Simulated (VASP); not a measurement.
A run of VASP 6.6.1 is set up as follows.

INCAR

```
SYSTEM = WC
PREC = Accurate
ENCUT = 520
EDIFF = 1E-7
ISMEAR = -1
SIGMA = 0.17
LREAL = Auto
LASPH = .TRUE.
NELM = 60
ALGO = Normal
ISIF = 2
LWAVE = .FALSE.
LCHARG = .FALSE.
GGA = PE
NBANDS = 86
```

File KPOINTS:

```
Automatic mesh
0
G
  2 2 2
  0 0 0
```

The input POSCAR:

```
WC
1.0
   -2.8477700000     -4.9324820000      0.0000000000
    4.2716550000     -2.4662410000      0.0000000000
    0.0000000000      0.0000000000      5.5945400000
W C
8 8
Direct
    0.7549701077      0.4909996766      0.0016265859
    0.7463309039      0.4966409408      0.4896023623
    0.4771197212     -0.0169425601     -0.0124764503
    0.4925568071      0.0053816375      0.4658113089
    0.2584161239      0.4700542729     -0.0025381890
    0.2610030202      0.4898983113      0.4817196767
   -0.0147315521     -0.0206131048     -0.0319061085
    0.0248340563      0.0325217464      0.4825240324
    0.4641942498      0.6755504503      0.2307428314
    0.4768036993      0.6602656981      0.7461918227
    0.2521527907      0.1662290500      0.2212871836
    0.2582529975      0.1599485770      0.7293003536
   -0.0157703182      0.6768546994      0.2427009191
   -0.0107719826      0.6321493358      0.7155726834
    0.7414827363      0.1793619316      0.2453999793
    0.7493717275      0.1327678206      0.7222935219
```

Potentials or basis: VASP PAW PBE potentials, release 64 (W_sv, C).

Launch:

```console
$ cat potpaw_PBE.64/W_sv/POTCAR potpaw_PBE.64/C/POTCAR > POTCAR
$ mpirun -np 1 vasp_std > vasp.out
```

Task: What does it give for the band gap on the k mesh?

Result: Zero (bands 72 and 73 overlap by 0.43 eV).

Task: Predict the pressure.

Result: 42.6 GPa.

Forces in eV/Å, atoms in the order of the input:
```
W    1.060  1.490 -3.675
W    1.222  0.412 -0.158
W   -1.303 -3.951 -2.425
W   -2.792 -0.529  4.116
W    5.541  1.260 -4.161
W    3.467  0.842  1.178
W    0.393 -1.623  2.322
W   -2.743  8.310 -1.086
C   -2.608 -2.504  0.793
C   -1.774 -1.569 -1.077
C   -0.333  1.539  1.362
C   -0.310  0.386  0.982
C   -0.971 -1.068 -0.192
C    0.748 -2.579  2.705
C   -1.791 -0.097 -1.519
C    2.193 -0.320  0.834
```

Caveat: the k points lie up to 0.64 Å⁻¹ apart; spin-orbit coupling is left out, which moves the levels of the heavy elements; forces of over 1 eV/Å act on the atoms, so gaps and moduli don't describe the material at rest.
